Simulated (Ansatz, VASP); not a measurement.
**One calculation of Te2Mo, two programs**

```
Te Mo
1.0
     3.55499    0.00000    0.00000
    -1.77750    3.07871    0.00000
     0.00000    0.00000   35.03654
Te Mo
4 2
Direct
  0.33333 0.66667 0.44762
  0.32200 0.66667 0.94840
  0.34467 0.66667 0.05160
  0.33333 0.66667 0.55238
  0.00000 0.00000 0.00000
  0.00000 0.00000 0.50000
```

Change from the starting cell: mode 7 frozen in at -0.040 Å and mode 12 at -0.027 Å (largest displacements).

Alike in both runs: task single point; functional PBE; k mesh 9 × 9 × 1; occupations gaussian, width 0.05 eV; no spin polarisation.

|  | VASP | Ansatz |
| --- | --- | --- |
| version | VASP 6.6.1 | Ansatz 0.2.0 |
| potentials or method | VASP PAW PBE potentials, release 64 (Te, Mo_sv), cutoff 520 eV | scalar-relativistic, plane waves, PAW |
| valence electrons in the cell | 52 | 92 |

Ansatz gave:

* gap on the k mesh at the Fermi level (eV): 1.03
* least direct gap on the mesh (eV): 1.03
* rms of the force components (eV/Å): 0.143

Which values does VASP return?

gap on the k mesh at the Fermi level (eV): 1.02; least direct gap on the mesh (eV): 1.02; rms of the force components (eV/Å): 0.140.

Atom by atom the forces differ by 0.006 eV/Å (rms over components). VASP's potentials hold 52 valence electrons a cell and Ansatz's 92, so a difference there can come from the potentials and not from the codes. Ansatz's warnings: xc potential rough in thin density.

Neither program's run includes spin-orbit coupling.
